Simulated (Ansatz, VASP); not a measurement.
LaAl3N2 in VASP and in Ansatz

```
CELL_PARAMETERS angstrom
3.14423 0.00000 0.00000
-1.57211 2.72298 0.00000
0.00000 0.00000 10.56999
ATOMIC_POSITIONS crystal
La 0.00000 0.00000 0.97724
Al 0.66667 0.33333 0.23830
Al 0.00000 0.00000 0.48133
Al 0.33333 0.66667 0.71241
N 0.66667 0.33333 0.41726
N 0.33333 0.66667 0.17346
```

Alike in both runs: functional PBE; k mesh 12 × 12 × 4; occupations gaussian, width 0.1 eV; no spin polarisation.

Ansatz relaxed the structure, and its values are those at the end. VASP's run is a single point on that final structure, the one shown.

|  | VASP | Ansatz |
| --- | --- | --- |
| version | VASP 6.6.1 | Ansatz 0.2.0 |
| potentials or method | VASP PAW PBE potentials, release 64 (La, Al, N), cutoff 520 eV | scalar-relativistic, plane waves, PAW |
| valence electrons in the cell | 30 | 30 |

```csv
,VASP,Ansatz,Ansatz less VASP
gap on the k mesh at the Fermi level (eV),none,none,-
pressure (GPa),-0.1,0.0,+0.13
```

A gap of «none» marks a metal or a gap that the smearing closes. With one functional, cell and mesh, what is left measures potentials, basis and numerics.

Spin-orbit coupling is off throughout.
